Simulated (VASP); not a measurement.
# PbSe (R3m) in VASP: single point with PBEsol

Aim: the single point of PbSe with PBEsol.

Program: VASP 6.6.1. These are calculated values, not measurements. Logs are shortened: lines on timing, memory, paths and dates and some standing lists are left out, and cuts for length are marked.

### 1 The cell of the first run

It takes space group R3m (No. 160, trigonal). Conventional cell: a = 5.409 Å, b = 5.409 Å, c = 6.428 Å, α = 90.00°, β = 90.00°, γ = 120.00°. Within 3.8 Å of Pb (site symmetry 3m) lie 8 Se at 2.92 to 3.51 Å and 6 Pb at 3.79 Å. Se (site symmetry 3m) has 8 Pb at 2.92 to 3.51 Å and 6 Se at 3.79 Å within 3.8 Å.

### 2 Single point, PBEsol (strained and its atoms moved)

INCAR

```
  PREC = Accurate
  ENCUT = 520
  EDIFF = 1E-6
  ISMEAR = 0
  SIGMA = 0.1
  LREAL = False
  LASPH = True
  NELM = 60
  ALGO = Normal
  ISIF = 2
  LWAVE = False
  LCHARG = False
  GGA = PS
  NBANDS = 17
```

KPOINTS

```
Automatic mesh
0
Gamma
  12 12 12
```

POSCAR

```
PbSe
1.0
    3.7868953390      0.0378432200     -0.0378432200
    0.0378432200      3.7868953390      0.0378432200
   -0.0378432200      0.0378432200      3.7868953390
Pb Se
1 1
Direct
    0.0228845591     -0.0228845591      0.0228845591
    0.4771154409      0.5228845591      0.4771154409
```

Potentials or basis: VASP PAW PBE potentials, release 64 (Pb_d, Se).

Started as:

```bash
$ cat potpaw_PBE.64/Pb_d/POTCAR potpaw_PBE.64/Se/POTCAR > POTCAR
$ mpirun -np 1 vasp_std > vasp.out
```

OUTCAR:

```text
PREC = Accurate
   ENCUT = 520
   EDIFF = 1E-6
   ISMEAR = 0
   LREAL = False
   LASPH = True
   NELM = 60
   ISIF = 2
   GGA = PS

 ion  position               nearest neighbor table
   1  0.023  0.977  0.023-   2 2.92   2 3.22   2 3.22   2 3.22   2 3.41   2 3.41   2 3.41
   2  0.477  0.523  0.477-   1 2.92   1 3.22   1 3.22   1 3.22   1 3.41   1 3.41   1 3.41

  LATTYP: Found a trigonal (rhomboedric) cell.
 ALAT       =     3.7872734952
 COS(alpha) =    -0.0198825740

  Lattice vectors:

 A1 = (  -0.0378432200,  -3.7868953390,  -0.0378432200)
 A2 = (   3.7868953390,   0.0378432200,  -0.0378432200)
 A3 = (  -0.0378432200,   0.0378432200,   3.7868953390)

Analysis of symmetry for initial positions (statically):
=====================================================================
 Subroutine PRICEL returns:
 Original cell was already a primitive cell.

 Routine SETGRP: Setting up the symmetry group for a
 trigonal (rhombohedral) supercell.

 Subroutine GETGRP returns: Found  6 space group operations
 (whereof  6 operations were pure point group operations)
 out of a pool of 12 trial point group operations.

The static configuration has the point symmetry C_3v.

Analysis of symmetry for dynamics (positions and initial velocities):
=====================================================================
 Subroutine PRICEL returns:
 Original cell was already a primitive cell.

 Routine SETGRP: Setting up the symmetry group for a
 trigonal (rhombohedral) supercell.

 Subroutine GETGRP returns: Found  6 space group operations
 (whereof  6 operations were pure point group operations)
 out of a pool of 12 trial point group operations.

The dynamic configuration has the point symmetry C_3v.

 Subroutine INISYM returns: Found  6 space group operations
 (whereof  6 operations are pure point group operations),
 and found     1 'primitive' translations

----------------------------------------------------------------------------------------

                                     Primitive cell

  volume of cell :      54.2899

  direct lattice vectors                    reciprocal lattice vectors
     3.786895339  0.037843220 -0.037843220     0.264121845 -0.002666066  0.002666066
     0.037843220  3.786895339  0.037843220    -0.002666066  0.264121845 -0.002666066
    -0.037843220  0.037843220  3.786895339     0.002666066 -0.002666066  0.264121845

  length of vectors
     3.787273495  3.787273495  3.787273495     0.264148755  0.264148755  0.264148755

  position of ions in fractional coordinates (direct lattice)
     0.022884559  0.977115441  0.022884559
     0.477115441  0.522884559  0.477115441

  ion indices of the primitive-cell ions
   primitive index   ion index
                 1           1
                 2           2

----------------------------------------------------------------------------------------

 KPOINTS: Automatic mesh

Automatic generation of k-mesh.
 Grid dimensions read from file:
 generate k-points for:   12   12   12

 Generating k-lattice:

  Cartesian coordinates                     Fractional coordinates (reciprocal lattice)
     0.022010154 -0.000222172  0.000222172     0.083333333  0.000000000  0.000000000
    -0.000222172  0.022010154 -0.000222172     0.000000000  0.083333333  0.000000000
     0.000222172 -0.000222172  0.022010154     0.000000000  0.000000000  0.083333333

  Length of vectors
     0.022012396  0.022012396  0.022012396

  Shift w.r.t. Gamma in fractional coordinates (k-lattice)
     0.000000000  0.000000000  0.000000000

 Subroutine IBZKPT returns following result:
 ===========================================

 Found    189 irreducible k-points:

 Following reciprocal coordinates:
            Coordinates               Weight
  0.000000  0.000000  0.000000      1.000000
  0.083333 -0.000000  0.000000      6.000000
  0.166667 -0.000000  0.000000      6.000000
  0.250000 -0.000000  0.000000      6.000000
  0.333333 -0.000000  0.000000      6.000000
  0.416667 -0.000000  0.000000      6.000000
[... 16 lines left out ...]
  0.500000  0.166667  0.000000     12.000000
 -0.416667  0.166667 -0.000000     12.000000
 [... further k-points ...]
   k-points           NKPTS =    189   k-points in BZ     NKDIM =    189   number of bands    NBANDS=     17
   number of dos      NEDOS =    301   number of ions     NIONS =      2
   total plane-waves  NPLWV =  21952
   dimension x,y,z NGX =    28 NGY =   28 NGZ =   28
   dimension x,y,z NGXF=    56 NGYF=   56 NGZF=   56
   ions per type =               1   1
   NGX,Y,Z   is equivalent  to a cutoff of  12.29, 12.29, 12.29 a.u.
   NGXF,Y,Z  is equivalent  to a cutoff of  24.58, 24.58, 24.58 a.u.
 SYSTEM =  unknown system
   PREC   = accura    normal or accurate (medium, high low for compatibility)
   ISTART =      0    job   : 0-new  1-cont  2-samecut
   ICHARG =      2    charge: 1-file 2-atom 10-const
   ISPIN  =      1    spin polarized calculation?
   LNONCOLLINEAR =      F non collinear calculations
   LSORBIT =      F    spin-orbit coupling
   LASPH  =      T    aspherical Exc in radial PAW
   ENCUT  =  520.0 eV  38.22 Ry    6.18 a.u.   7.04  7.04  7.04*2*pi/ulx,y,z
   NELM   =     60;   NELMIN=  2; NELMDL= -5     # of ELM steps
   EDIFF  = 0.1E-05   stopping-criterion for ELM
   LREAL  =      F    real-space projection
   EDIFFG = 0.1E-04   stopping-criterion for IOM
   NSW    =      0    number of steps for IOM
   IBRION =     -1    ionic relax: 0-MD 1-quasi-New 2-CG
   NFREE  =      0    steps in history (QN), initial steepest desc. (CG)
   ISIF   =      2    stress and relaxation
   ISYM   =      2    0-nonsym 1-usesym 2-fastsym
   POTIM  = 0.5000    time-step for ionic-motion
   TEBEG  =    0.0;   TEEND  =   0.0 temperature during run
   PSTRESS=    0.0 pullay stress
   NELECT =      20.0000    total number of electrons
   NUPDOWN=      -1.0000    fix difference up-down
   EMIN   =  10.00;   EMAX   =-10.00  energy-range for DOS
   EFERMI =   0.00;   METHOD = LEGACY
   ISMEAR =     0;   SIGMA  =   0.10  broadening in eV -4-tet -1-fermi 0-gaus
   EFERMI_NEDOS =   21; number of points for ismear=-14 and -15
   IALGO  =     38    algorithm
   IMIX   =      4    mixing-type and parameters
     AMIX     =   0.40;   BMIX     =  1.00
     AMIX_MAG =   1.60;   BMIX_MAG =  1.00
  volume/ion in A,a.u.               =      27.14       183.18
  Fermi-wavevector in a.u.,A,eV,Ry     =   1.173578  2.217740 18.739096  1.377285
  Thomas-Fermi vector in A             =   2.309989
   LORBIT       =      0    0 simple, 1 ext, 2 COOP (PROOUT), +10 PAW based schemes
   GGA     = PS    functional components
   LHFCALC =     F    Hartree Fock is set to
   AEXX    =    0.0000 exact exchange contribution
   IVDW    =     0    specifies the selected vdW correction
   LEPSILON=     F    determine dielectric tensor
   LRPA    =     F    only Hartree local field effects (RPA)
 non-spin polarized calculation
 Gauss-broadening in eV      SIGMA  =   0.10
  energy-cutoff  :      520.00
  volume of cell :       54.29
 maximum number of plane-waves:      1478
   NGX = 15   NGY = 15   NGZ = 15

 number of electron      19.9999997 magnetization

 Free energy of the ion-electron system (eV)
  ---------------------------------------------------
  ext. energy  EPLUGINS =         0.00000000
  ---------------------------------------------------
  free energy    TOTEN  =        -8.49997248 eV

  energy without entropy =       -8.49629233  energy(sigma->0) =       -8.49813240

 E-fermi :   5.1609     XC(G=0): -10.0880

 val. band max:        5.1531334460   @ k =   0.4167   0.4167   0.4167
 cond. band min:       5.1727561921   @ k =  -0.2500   0.1667   0.0833
 fundamental gap:      0.0196227461
 Fermi energy:         5.1608592426

 k-point     1 :       0.0000    0.0000    0.0000
  band No.  band energies     occupation
      1     -11.6434      2.00000
      2     -11.6434      2.00000
      3     -11.4975      2.00000
      4     -11.4975      2.00000
      5     -11.4901      2.00000
      6      -8.1242      2.00000
[... 9 lines left out ...]
     16      16.1007      0.00000
     17      17.7511      0.00000

 k-point     2 :       0.0833   -0.0000    0.0000
  band No.  band energies     occupation
      1     -11.6429      2.00000
      2     -11.6356      2.00000
      3     -11.5003      2.00000
      4     -11.4989      2.00000
      5     -11.4917      2.00000
      6      -8.0729      2.00000
[... 9 lines left out ...]
     16      16.5594      0.00000
     17      17.3075      0.00000

 k-point     3 :       0.1667   -0.0000    0.0000
  band No.  band energies     occupation
      1     -11.6418      2.00000
      2     -11.6144      2.00000
      3     -11.5077      2.00000
      4     -11.5060      2.00000
      5     -11.4927      2.00000
      6      -7.9239      2.00000
[... 9 lines left out ...]
     16      16.5278      0.00000
     17      17.2346      0.00000

 k-point     4 :       0.2500   -0.0000    0.0000
  band No.  band energies     occupation
      1     -11.6402      2.00000
      2     -11.5859      2.00000
      3     -11.5178      2.00000
      4     -11.5174      2.00000
      5     -11.4920      2.00000
      6      -7.6942      2.00000
[... 9 lines left out ...]
     16      15.4435      0.00000
     17      17.1252      0.00000
[... 343 lines left out ...]
      1     -11.6182      2.00000
      2     -11.5630      2.00000
      3     -11.5366      2.00000
      4     -11.5208      2.00000
      5     -11.4973      2.00000
      6      -7.0286      2.00000
[... 9 lines left out ...]
     16      15.9673      0.00000
     17      16.4916      0.00000

 k-point    23 :       0.5000    0.1667    0.0000
  band No.  band energies     occupation
      1     -11.6182      2.00000
      2     -11.5654      2.00000
      3     -11.5380      2.00000
      4     -11.5162      2.00000
      5     -11.4956      2.00000
      6      -6.9265      2.00000
[... 9 lines left out ...]
     16      16.0996      0.00000
     17      16.5710      0.00000

 k-point    24 :      -0.4167    0.1667   -0.0000
  band No.  band energies     occupation
      1     -11.6188      2.00000
      2     -11.5607      2.00000
      3     -11.5363      2.00000
      4     -11.5215      2.00000
      5     -11.4976      2.00000
      6      -7.0119      2.00000
[... 9 lines left out ...]
     16      15.9085      0.00000
     17      16.3192      0.00000

 [... further k-points ...]

------------------------ aborting loop because EDIFF is reached ----------------------------------------

  FORCE on cell =-STRESS in cart. coord.  units (eV):
  Direction    XX          YY          ZZ          XY          YZ          ZX
  --------------------------------------------------------------------------------------
  -------------------------------------------------------------------------------------
  Total       -0.6331303     -0.6331303     -0.6331303     -0.2383114     -0.2383114      0.2383114
  in kB      -18.6846403    -18.6846403    -18.6846403     -7.0329339     -7.0329339      7.0329339
  external PRESSURE =     -18.6846403 kB  Pullay stress =       0.0000000 kB

 VOLUME and BASIS-vectors are now :
 -----------------------------------------------------------------------------
  energy-cutoff  :      520.00
  volume of cell :       54.29
      direct lattice vectors                 reciprocal lattice vectors
     3.786895339  0.037843220 -0.037843220     0.264121845 -0.002666066  0.002666066
     0.037843220  3.786895339  0.037843220    -0.002666066  0.264121845 -0.002666066
    -0.037843220  0.037843220  3.786895339     0.002666066 -0.002666066  0.264121845

 POSITION                                       TOTAL-FORCE (eV/Angst)
 -----------------------------------------------------------------------------------
      0.12277      3.70197      0.12277         0.060457     -0.060457      0.060457
      1.80852      2.01622      1.80852        -0.060457      0.060457     -0.060457
 -----------------------------------------------------------------------------------
    total drift:                               -0.000005      0.000007     -0.000006

  FREE ENERGIE OF THE ION-ELECTRON SYSTEM (eV)
  ---------------------------------------------------
  free  energy   TOTEN  =        -8.4999724752 eV

  energy  without entropy=       -8.4962923308  energy(sigma->0) =       -8.49813240
```

It took 48 s on 1 thread of Intel Xeon 6975P-C (Granite Rapids), shared host; peak memory 0.29 GiB.

Results:

| Quantity | Value |
| --- | --- |
| Free energy | -8.5000 eV |
| Pressure | -1.9 GPa |
| Largest force | 0.105 eV/Å |
| Band gap on the k mesh | zero (bands 10 and 11 overlap by 0.63 eV) |

Forces in eV/Å, atoms in the order of the input:
```
Pb   0.060 -0.060  0.060
Se  -0.060  0.060 -0.060
```

Caveat: the cell differs from its parent crystal (strained and its atoms moved); semilocal functionals underestimate gaps, so a narrow gap can read as zero; the PAW data sets were made with another functional, which shifts forces and pressure a little; spin-orbit coupling is left out, which moves the levels of the heavy elements.
